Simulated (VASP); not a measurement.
# ZrS (I4/mmm) in VASP: single point with r2SCAN

Aim: the single point of ZrS with r2SCAN.

All numbers are computed with VASP 6.6.1; they aren't measurements. Logs are shortened: lines on timing, memory, paths and dates and some standing lists are left out, and cuts for length are marked.

### Step 1. The cell of the first run

It takes space group I4/mmm (No. 139, tetragonal). The conventional cell has a = 3.564 Å, b = 3.564 Å, c = 4.830 Å, α = 90.00°, β = 90.00°, γ = 90.00°. Within 3.2 Å of Zr (site symmetry 4/mmm) lie 6 S at 2.42 to 2.52 Å. Within 3.2 Å of S (site symmetry 4/mmm) lie 6 Zr at 2.42 to 2.52 Å.

### Step 2. Single point, r2SCAN (strain -0.040 along x and y, -0.080 along z)

Input file POSCAR:

```
ZrS
1.0
    0.0000000000      2.5200000000      2.4150000000
    2.5200000000      0.0000000000      2.4150000000
    2.5200000000      2.5200000000      0.0000000000
Zr S
1 1
Direct
    0.0000000000      0.0000000000      0.0000000000
    0.5000000000      0.5000000000      0.5000000000
```

Input file INCAR.step1:

```
SYSTEM = ZrS
PREC = Accurate ; ENCUT = 520
ISMEAR = 0 ; SIGMA = 0.15
LREAL = .False. ; LASPH = .True.
NELM = 60 ; NBANDS = 16
GGA = PE ; ALGO = Normal
EDIFF = 1E-4 ; LWAVE = .True.
LCHARG = .False.
```

Input file INCAR.step2:

```
SYSTEM = ZrS
PREC = Accurate ; ENCUT = 520
EDIFF = 1E-7 ; ISMEAR = 0
SIGMA = 0.15 ; LREAL = .False.
LASPH = .True. ; NELM = 60
ALGO = Normal ; ISIF = 2
LWAVE = .False. ; LCHARG = .False.
METAGGA = R2SCAN ; LMIXTAU = .True.
NBANDS = 16 ; ISTART = 1
```

Input file KPOINTS:

```
regular mesh
0
Gamma
  16 16 16
  0 0 0
```

Potentials or basis: VASP PAW PBE potentials, release 64 (Zr_sv, S).

Started as:

```sh
cat potpaw_PBE.64/Zr_sv/POTCAR potpaw_PBE.64/S/POTCAR > POTCAR
cp INCAR.step1 INCAR
mpirun -np 1 vasp_std > vasp.out
cp INCAR.step2 INCAR
mpirun -np 1 vasp_std > vasp.out
```

OUTCAR:

```text
SYSTEM = ZrS
   PREC = Accurate
   ENCUT = 520
   EDIFF = 1E-7
   ISMEAR = 0
   LREAL = .False.
   LASPH = .True.
   NELM = 60
   ISIF = 2
   METAGGA = R2SCAN
   ISTART = 1

 ion  position               nearest neighbor table
   1  0.000  0.000  0.000-   2 2.42   2 2.42   2 2.52   2 2.52   2 2.52   2 2.52
   2  0.500  0.500  0.500-   1 2.42   1 2.42   1 2.52   1 2.52   1 2.52   1 2.52

  LATTYP: Found a body centered tetragonal cell.
 ALAT       =     3.5638181772
 C/A-ratio  =     1.3552879973

  Lattice vectors:

 A1 = (   0.0000000000,  -2.5200000000,  -2.4150000000)
 A2 = (   0.0000000000,   2.5200000000,  -2.4150000000)
 A3 = (   2.5200000000,   0.0000000000,   2.4150000000)

Analysis of symmetry for initial positions (statically):
=====================================================================
 Subroutine PRICEL returns:
 Original cell was already a primitive cell.

 Routine SETGRP: Setting up the symmetry group for a
 body centered tetragonal supercell.

 Subroutine GETGRP returns: Found 16 space group operations
 (whereof 16 operations were pure point group operations)
 out of a pool of 16 trial point group operations.

The static configuration has the point symmetry D_4h.

Analysis of symmetry for dynamics (positions and initial velocities):
=====================================================================
 Subroutine PRICEL returns:
 Original cell was already a primitive cell.

 Routine SETGRP: Setting up the symmetry group for a
 body centered tetragonal supercell.

 Subroutine GETGRP returns: Found 16 space group operations
 (whereof 16 operations were pure point group operations)
 out of a pool of 16 trial point group operations.

The dynamic configuration has the point symmetry D_4h.

 Subroutine INISYM returns: Found 16 space group operations
 (whereof 16 operations are pure point group operations),
 and found     1 'primitive' translations

----------------------------------------------------------------------------------------

                                     Primitive cell

  volume of cell :      30.6724

  direct lattice vectors                    reciprocal lattice vectors
     0.000000000  2.520000000  2.415000000    -0.198412698  0.198412698  0.207039337
     2.520000000  0.000000000  2.415000000     0.198412698 -0.198412698  0.207039337
     2.520000000  2.520000000  0.000000000     0.198412698  0.198412698 -0.207039337

  length of vectors
     3.490361729  3.490361729  3.563818177     0.348712611  0.348712611  0.348712611

  position of ions in fractional coordinates (direct lattice)
     0.000000000  0.000000000  0.000000000
     0.500000000  0.500000000  0.500000000

  ion indices of the primitive-cell ions
   primitive index   ion index
                 1           1
                 2           2

----------------------------------------------------------------------------------------

 KPOINTS: regular mesh

Automatic generation of k-mesh.
 Grid dimensions read from file:
 generate k-points for:   16   16   16

 Generating k-lattice:

  Cartesian coordinates                     Fractional coordinates (reciprocal lattice)
    -0.012400794  0.012400794  0.012939959     0.062500000  0.000000000  0.000000000
     0.012400794 -0.012400794  0.012939959     0.000000000  0.062500000  0.000000000
     0.012400794  0.012400794 -0.012939959    -0.000000000 -0.000000000  0.062500000

  Length of vectors
     0.021794538  0.021794538  0.021794538

  Shift w.r.t. Gamma in fractional coordinates (k-lattice)
     0.000000000  0.000000000  0.000000000

 Subroutine IBZKPT returns following result:
 ===========================================

 Found    349 irreducible k-points:

 Following reciprocal coordinates:
            Coordinates               Weight
  0.000000  0.000000  0.000000      1.000000
  0.062500  0.000000  0.000000      8.000000
  0.125000  0.000000  0.000000      8.000000
  0.187500  0.000000  0.000000      8.000000
  0.250000  0.000000  0.000000      8.000000
  0.312500  0.000000  0.000000      8.000000
[... 16 lines left out ...]
 -0.125000  0.062500  0.000000      8.000000
 -0.062500  0.062500  0.000000      4.000000
 [... further k-points ...]
   k-points           NKPTS =    349   k-points in BZ     NKDIM =    349   number of bands    NBANDS=     16
   number of dos      NEDOS =    301   number of ions     NIONS =      2
   total plane-waves  NPLWV =  21952
   dimension x,y,z NGX =    28 NGY =   28 NGZ =   28
   dimension x,y,z NGXF=    56 NGYF=   56 NGZF=   56
   ions per type =               1   1
   NGX,Y,Z   is equivalent  to a cutoff of  13.34, 13.34, 13.06 a.u.
   NGXF,Y,Z  is equivalent  to a cutoff of  26.67, 26.67, 26.12 a.u.
 SYSTEM =  ZrS
   PREC   = accura    normal or accurate (medium, high low for compatibility)
   ISTART =      1    job   : 0-new  1-cont  2-samecut
   ICHARG =      0    charge: 1-file 2-atom 10-const
   ISPIN  =      1    spin polarized calculation?
   LNONCOLLINEAR =      F non collinear calculations
   LSORBIT =      F    spin-orbit coupling
   LASPH  =      T    aspherical Exc in radial PAW
   ENCUT  =  520.0 eV  38.22 Ry    6.18 a.u.   6.49  6.49  6.63*2*pi/ulx,y,z
   NELM   =     60;   NELMIN=  2; NELMDL=  0     # of ELM steps
   EDIFF  = 0.1E-06   stopping-criterion for ELM
   LREAL  =      F    real-space projection
   EDIFFG = 0.1E-05   stopping-criterion for IOM
   NSW    =      0    number of steps for IOM
   IBRION =     -1    ionic relax: 0-MD 1-quasi-New 2-CG
   NFREE  =      0    steps in history (QN), initial steepest desc. (CG)
   ISIF   =      2    stress and relaxation
   ISYM   =      2    0-nonsym 1-usesym 2-fastsym
   POTIM  = 0.5000    time-step for ionic-motion
   TEBEG  =    0.0;   TEEND  =   0.0 temperature during run
   PSTRESS=    0.0 pullay stress
   NELECT =      18.0000    total number of electrons
   NUPDOWN=      -1.0000    fix difference up-down
   EMIN   =  10.00;   EMAX   =-10.00  energy-range for DOS
   EFERMI =   0.00;   METHOD = LEGACY
   ISMEAR =     0;   SIGMA  =   0.15  broadening in eV -4-tet -1-fermi 0-gaus
   EFERMI_NEDOS =   21; number of points for ismear=-14 and -15
   IALGO  =     38    algorithm
   IMIX   =      4    mixing-type and parameters
     AMIX     =   0.40;   BMIX     =  1.00
     AMIX_MAG =   1.60;   BMIX_MAG =  1.00
  volume/ion in A,a.u.               =      15.34       103.49
  Fermi-wavevector in a.u.,A,eV,Ry     =   1.370617  2.590091 25.559799  1.878592
  Thomas-Fermi vector in A             =   2.496388
   LORBIT       =      0    0 simple, 1 ext, 2 COOP (PROOUT), +10 PAW based schemes
   METAGGA = R2SCAN    functional components
   LHFCALC =     F    Hartree Fock is set to
   AEXX    =    0.0000 exact exchange contribution
   IVDW    =     0    specifies the selected vdW correction
   LEPSILON=     F    determine dielectric tensor
   LRPA    =     F    only Hartree local field effects (RPA)
 non-spin polarized calculation
 Gauss-broadening in eV      SIGMA  =   0.15
  energy-cutoff  :      520.00
  volume of cell :       30.67
 maximum number of plane-waves:       852
 NGX is ok and might be reduce to    28
   NGX = 13   NGY = 13   NGZ = 13

 number of electron      18.0000000 magnetization

 Free energy of the ion-electron system (eV)
  ---------------------------------------------------
  ext. energy  EPLUGINS =         0.00000000
  ---------------------------------------------------
  free energy    TOTEN  =       -33.42752075 eV

  energy without entropy =      -33.41609542  energy(sigma->0) =      -33.42180809

 E-fermi :  13.0696     XC(G=0): -12.8807

 val. band max:       13.0643938510   @ k =   0.1875   0.1250   0.0000
 cond. band min:      13.0707347806   @ k =   0.3125   0.0000   0.3125
 fundamental gap:      0.0063409296
 Fermi energy:        13.0695717661

 k-point     1 :       0.0000    0.0000    0.0000
  band No.  band energies     occupation
      1     -38.3910      2.00000
      2     -15.7196      2.00000
      3     -15.6530      2.00000
      4     -15.6530      2.00000
      5      -4.4876      2.00000
      6       9.0340      2.00000
[... 8 lines left out ...]
     15      20.8509      0.00000
     16      26.7859      0.00000

 k-point     2 :       0.0625    0.0000    0.0000
  band No.  band energies     occupation
      1     -38.3886      2.00000
      2     -15.7351      2.00000
      3     -15.6685      2.00000
      4     -15.6559      2.00000
      5      -4.4127      2.00000
      6       8.6835      2.00000
[... 8 lines left out ...]
     15      21.0695      0.00000
     16      26.5124      0.00000

 k-point     3 :       0.1250    0.0000    0.0000
  band No.  band energies     occupation
      1     -38.3817      2.00000
      2     -15.8026      2.00000
      3     -15.6882      2.00000
      4     -15.6642      2.00000
      5      -4.1962      2.00000
      6       7.8852      2.00000
[... 8 lines left out ...]
     15      21.6578      0.00000
     16      25.7791      0.00000

 k-point     4 :       0.1875    0.0000    0.0000
  band No.  band energies     occupation
      1     -38.3714      2.00000
      2     -15.9191      2.00000
      3     -15.6988      2.00000
      4     -15.6766      2.00000
      5      -3.8616      2.00000
      6       6.9329      2.00000
[... 8 lines left out ...]
     15      22.3184      0.00000
     16      25.0354      0.00000
[... 324 lines left out ...]
 k-point    22 :      -0.1875    0.0625    0.0000
  band No.  band energies     occupation
      1     -38.3664      2.00000
      2     -15.9422      2.00000
      3     -15.7422      2.00000
      4     -15.6730      2.00000
      5      -3.7372      2.00000
      6       6.4507      2.00000
[... 8 lines left out ...]
     15      22.5592      0.00000
     16      23.8535      0.00000

 k-point    23 :      -0.1250    0.0625    0.0000
  band No.  band energies     occupation
      1     -38.3772      2.00000
      2     -15.8165      2.00000
      3     -15.7359      2.00000
      4     -15.6618      2.00000
      5      -4.0768      2.00000
      6       7.3068      2.00000
[... 8 lines left out ...]
     15      22.0338      0.00000
     16      24.6609      0.00000

 k-point    24 :      -0.0625    0.0625    0.0000
  band No.  band energies     occupation
      1     -38.3850      2.00000
      2     -15.7370      2.00000
      3     -15.7158      2.00000
      4     -15.6558      2.00000
      5      -4.3107      2.00000
      6       8.1060      2.00000
[... 8 lines left out ...]
     15      21.3942      0.00000
     16      25.7055      0.00000

 [... further k-points ...]
[... 5 lines left out ...]
  --------------------------------------------------------------------------------------
  -------------------------------------------------------------------------------------
  Total        4.1806847      4.1806847      9.0259610      0.0000000      0.0000000     -0.0000000
  in kB      218.3784532    218.3784532    471.4719089      0.0000000      0.0000000     -0.0000000
  external PRESSURE =     302.7429385 kB  Pullay stress =       0.0000000 kB

 VOLUME and BASIS-vectors are now :
 -----------------------------------------------------------------------------
  energy-cutoff  :      520.00
  volume of cell :       30.67
      direct lattice vectors                 reciprocal lattice vectors
     0.000000000  2.520000000  2.415000000    -0.198412698  0.198412698  0.207039337
     2.520000000  0.000000000  2.415000000     0.198412698 -0.198412698  0.207039337
     2.520000000  2.520000000  0.000000000     0.198412698  0.198412698 -0.207039337

 POSITION                                       TOTAL-FORCE (eV/Angst)
 -----------------------------------------------------------------------------------
      0.00000      0.00000      0.00000         0.000000      0.000000     -0.000000
      2.52000      2.52000      2.41500         0.000000      0.000000      0.000000
 -----------------------------------------------------------------------------------
    total drift:                                0.000000      0.000000      0.000000

  FREE ENERGIE OF THE ION-ELECTRON SYSTEM (eV)
  ---------------------------------------------------
  free  energy   TOTEN  =       -33.4275207470 eV

  energy  without entropy=      -33.4160954231  energy(sigma->0) =      -33.42180809
```

Run time: 8.2 min. Hardware: 1 thread of Intel Xeon Platinum 8488C (Sapphire Rapids), shared host; peak memory 0.29 GiB.

What came out:

```yaml
Free_energy: -33.4275 eV
Pressure: 30.3 GPa
Band_gap_on_the_k_mesh: zero (band 9 reaches 14.94 eV, above the bottom of band 10 at 11.08 eV)
```

Caveat: the cell differs from its parent crystal (strain -0.040 along x and y, -0.080 along z); the PAW data sets were made with another functional, which shifts forces and pressure a little.
